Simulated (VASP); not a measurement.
Wanted: the native input for a VASP 6.6.1 run.

* Task: single point
* Functional: PBEsol
* Potentials or basis: VASP PAW PBE potentials, release 64 (As)
* Cutoff: 520 eV
* k mesh: 16 × 16 × 16
* Occupations: gaussian, width 0.1 eV
* Spin: no spin polarisation
* Dipole correction: no
* Further INCAR settings: ALGO = Normal; EDIFF = 1e-07; NBANDS = 8

The structure of As lies in POSCAR:

```
As
1.0
    2.6889342144      0.0000000000      0.0000000000
    0.0000000000      2.6889342144      0.0000000000
    0.0000000000      0.0000000000      2.6889352385
As
1
Direct
    0.0000000000      0.0000000000      0.0000000000
```

One way to write it, as run:

INCAR

```
ALGO = Normal
EDIFF = 1E-7
ENCUT = 520
GGA = PS
ISIF = 2
ISMEAR = 0
LASPH = T
LCHARG = T
LELF = T
LREAL = F
LVHAR = T
LWAVE = F
NBANDS = 8
NELM = 80
PREC = Accurate
SIGMA = 0.1
```

KPOINTS

```
k-points
0
Gamma
  16 16 16
```

Potentials or basis: VASP PAW PBE potentials, release 64 (As).

The run is started by

```sh
$ cat potpaw_PBE.64/As/POTCAR > POTCAR
$ mpirun -np 1 vasp_std > vasp.out
```

Results of the run:

```
Pressure : 0.3 GPa
```

Caveat: the PAW data sets were made with another functional, which shifts forces and pressure a little.

It took 24 s on 1 thread of Intel Xeon 8259CL, with other jobs on the host, peak memory 0.14 GiB.
